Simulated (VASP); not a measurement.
Here is a VASP 6.6.1 calculation.

The input INCAR:

```
PREC = Accurate
ENCUT = 520
EDIFF = 1E-7
ISMEAR = 0
SIGMA = 0.15
LREAL = False
LASPH = True
NELM = 80
ALGO = Normal
ISIF = 2
LWAVE = False
LCHARG = False
GGA = PS
NBANDS = 13
```

KPOINTS

```
Automatic mesh
0
Gamma
  20 20 20
```

POSCAR

```
W
1.0
   -1.5174350000      1.5174350000      1.5573675000
    1.5174350000     -1.5174350000      1.5573675000
    1.5174350000      1.5174350000     -1.5573675000
W
1
Direct
    0.0000000000      0.0000000000      0.0000000000
```

Potentials or basis: VASP PAW PBE potentials, release 64 (W_sv).

Command:

```bash
$ cat potpaw_PBE.64/W_sv/POTCAR > POTCAR
$ mpirun -np 1 vasp_std > vasp.out
```

Task: What does it give for the band gap on the k mesh?

Result: Zero (band 7 reaches 18.63 eV, above the bottom of band 8 at 11.57 eV).

Task: What does it give for the pressure?

Result: 36.2 GPa.

Stress tensor (GPa, compression positive):
```
39.81  0.00  0.00
 0.00 39.81  0.00
 0.00  0.00 29.03
```

Caveat: the cell differs from its parent crystal (strain -0.050 along x and y, -0.025 along z); the PAW data sets were made with another functional, which shifts forces and pressure a little; spin-orbit coupling is left out, which moves the levels of the heavy elements.
